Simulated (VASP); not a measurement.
TiCdC6N6: single point with PBE

TiCdC6N6:

```
CELL_PARAMETERS angstrom
0.00000 5.64778 5.64778
5.64778 0.00000 5.64778
5.64778 5.64778 0.00000
ATOMIC_POSITIONS crystal
Ti 0.50000 0.50000 0.50000
Cd 0.00000 0.00000 0.00000
C 0.78438 0.21562 0.21562
C 0.21562 0.78438 0.21562
C 0.21562 0.21562 0.78438
C 0.21562 0.78438 0.78438
C 0.78438 0.21562 0.78438
C 0.78438 0.78438 0.21562
N 0.68039 0.31961 0.31961
N 0.31961 0.68039 0.31961
N 0.31961 0.31961 0.68039
N 0.31961 0.68039 0.68039
N 0.68039 0.31961 0.68039
N 0.68039 0.68039 0.31961
```

| Quantity | Value |
| --- | --- |
| Program | VASP 6.6.1 |
| Task | single point |
| Functional | PBE |
| Potentials or basis | VASP PAW PBE potentials, release 64 (Ti_sv, Cd, C, N) |
| Cutoff | 520 eV |
| k mesh | 4 × 4 × 4 |
| Occupations | gaussian, width 0.02 eV |
| Spin | no spin polarisation |
| Dipole correction | no |
| Further INCAR settings | ALGO = Normal; EDIFF = 1e-06; NBANDS = 52 |

```
Pressure               : 0.4 GPa
Largest force          : 0.363 eV/Å
Band gap on the k mesh : 1.44 eV (least direct gap 1.51 eV)
```

Forces in eV/Å, atoms in the order of the input:
```
Ti   0.000  0.000  0.000
Cd   0.000  0.000  0.000
C   -0.353  0.000  0.000
C    0.000 -0.353  0.000
C    0.000  0.000 -0.353
C    0.353  0.000  0.000
C    0.000  0.353  0.000
C    0.000  0.000  0.353
N    0.363  0.000  0.000
N    0.000  0.363  0.000
N    0.000  0.000  0.363
N   -0.363  0.000  0.000
N    0.000 -0.363  0.000
N    0.000  0.000 -0.363
```

Levels at points of the mesh, in eV from the valence-band top:
```tsv
k point	band 37	band 38	band 39	band 40	band 41	band 42
(0.00, 0.00, 0.00)	-1.66	-0.27	-0.27	1.44	1.44	1.44
(0.50, 0.00, 0.00)	-1.61	0.00	0.00	1.52	1.54	1.54
(0.50, 0.50, 0.00)	-1.35	-0.26	-0.22	1.44	1.63	1.63
```

Run time: 6.7 min on 1 thread of Intel Xeon 8259CL (shared host), peak memory 0.59 GiB.

A k mesh can miss the band edges.
